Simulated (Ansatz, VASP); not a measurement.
Two plane-wave programs on Na2YMgC6N6

```
CELL_PARAMETERS angstrom
0.00000 5.36000 5.36000
5.36000 0.00000 5.36000
5.36000 5.36000 0.00000
ATOMIC_POSITIONS crystal
Na 0.25000 0.25000 0.25000
Na 0.75000 0.75000 0.75000
Y 0.50000 0.50000 0.50000
Mg 0.00000 0.00000 0.00000
C 0.81530 0.18470 0.18470
C 0.18470 0.81530 0.18470
C 0.18470 0.18470 0.81530
C 0.18470 0.81530 0.81530
C 0.81530 0.18470 0.81530
C 0.81530 0.81530 0.18470
N 0.70616 0.29384 0.29384
N 0.29384 0.70616 0.29384
N 0.29384 0.29384 0.70616
N 0.29384 0.70616 0.70616
N 0.70616 0.29384 0.70616
N 0.70616 0.70616 0.29384
```

Alike in both runs: task relaxation of cell and atoms; functional PBE; k mesh 4 × 4 × 4; occupations gaussian, width 0.1 eV; no spin polarisation.

|  | VASP | Ansatz |
| --- | --- | --- |
| version | VASP 6.6.1 | Ansatz 0.2.0 |
| potentials or method | VASP PAW PBE potentials, release 64 (Na_pv, Y_sv, Mg, C, N), cutoff 600 eV | scalar-relativistic, plane waves, PAW |
| valence electrons in the cell | 81 | 93 |

|  | VASP | Ansatz | Ansatz less VASP |
| --- | --- | --- | --- |
| gap on the k mesh at the Fermi level, each at its own relaxed structure (eV) | none | none | - |
| relaxed volume (Å³/atom) | 24.48 | 24.42 | -0.056 |
| relaxed length of the cell vector where the two differ most in proportion (Å) | 8.212 | 8.206 | -0.0062 |

A gap of «none» marks a metal or a gap that the smearing closes. VASP's potentials hold 81 valence electrons a cell and Ansatz's 93, so a difference there can come from the potentials and not from the codes.

Noted on VASP's run: the standard files for N, O and F lose accuracy on very short bonds; the volume moved by over 15 % at a fixed basis, so the end points are rough.
